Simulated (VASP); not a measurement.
In3GaP4, 8 atoms in the cell. The structure is orthorhombic, space group Pmm2 (No. 25). The conventional cell has a = 4.089 Å, b = 8.195 Å, c = 5.799 Å, α = 90.00°, β = 90.00°, γ = 90.00°. Ga (site symmetry mm2) has 4 P at 2.37 to 2.42 Å within 3.1 Å. Within 3.2 Å of P (site symmetry mm2) lie 2 Ga at 2.42 Å and 2 In at 2.55 Å. P (site symmetry m) has 1 Ga at 2.37 Å and 3 In at 2.55 to 2.57 Å within 3.1 Å. Within 3.3 Å of P (site symmetry mm2) lie 4 In at 2.54 Å. In (site symmetry m) has 4 P at 2.54 to 2.55 Å within 3.4 Å. Within 3.3 Å of In (site symmetry mm2) lie 4 P at 2.54 to 2.57 Å. 

| Quantity | Value |
| --- | --- |
| Program | VASP 6.6.1 |
| Task | single point |
| Functional | PBE |
| Potentials or basis | VASP PAW PBE potentials, release 64 (Ga_d, P, In_d) |
| Cutoff | 520 eV |
| k mesh | 6 × 4 × 4 |
| Occupations | fermi-dirac, width 0.02 eV |
| Spin | no spin polarisation |
| Dipole correction | no |
| Further INCAR settings | ALGO = Normal; EDIFF = 1e-06; NBANDS = 46 |

Potentials or basis: VASP PAW PBE potentials, release 64 (Ga_d, P, In_d).

Run with:

```sh
$ cat potpaw_PBE.64/Ga_d/POTCAR potpaw_PBE.64/P/POTCAR potpaw_PBE.64/In_d/POTCAR > POTCAR
$ mpirun -np 1 vasp_std > vasp.out
```

Hardware: 1 thread of Oxide Virtual Turin-like Processor, with other jobs on the host.

**Question.** Estimate the wall time of this run.

**Answer.** Wall time 7.3 min on 1 thread of Oxide Virtual Turin-like Processor, with other jobs on the host, peak memory 0.41 GiB. Counts: scf iterations 15, k points 36.
